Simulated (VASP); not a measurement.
## Cu: single point with PBE

The system is Cu.

```xyz
1
Lattice="0.0000 1.8075 1.8075 1.8075 0.0000 1.8075 1.8075 1.8075 0.0000" Properties=species:S:1:pos:R:3 pbc="T T T"
Cu    0.0000    0.0000    0.0000
```

```yaml
Program: VASP 6.6.1
Task: single point
Functional: PBE
Potentials_or_basis: VASP PAW PBE potentials, release 64 (Cu)
Cutoff: 520 eV
k_mesh: 24 × 24 × 24
Occupations: gaussian, width 0.15 eV
Spin: no spin polarisation
Dipole_correction: no
Further_INCAR_settings: ALGO = Normal; EDIFF = 1e-07; NBANDS = 12
```

| Item | Value |
| --- | --- |
| Pressure | 2.3 GPa |

Levels at points of the mesh, in eV from the Fermi level:
| k point | band 2 | band 3 | band 4 | band 5 | band 6 | band 7 | band 8 | band 9 | band 10 | band 11 |
| --- | --- | --- | --- | --- | --- | --- | --- | --- | --- | --- |
| (0.00, 0.00, 0.00) | -3.04 | -3.04 | -3.04 | -2.22 | -2.22 | 22.58 | 25.22 | 25.22 | 25.22 | 27.71 |
| (0.50, 0.00, 0.00) | -3.08 | -3.08 | -1.65 | -1.65 | -1.02 | 3.74 | 21.07 | 22.06 | 22.06 | 25.06 |
| (0.50, 0.50, 0.00) | -4.44 | -1.67 | -1.51 | -1.51 | 1.48 | 7.10 | 13.07 | 13.07 | 17.56 | 20.24 |

Wall time 50 s on 1 thread of Intel Xeon 6975P-C, with other jobs on the host, peak memory 0.17 GiB.
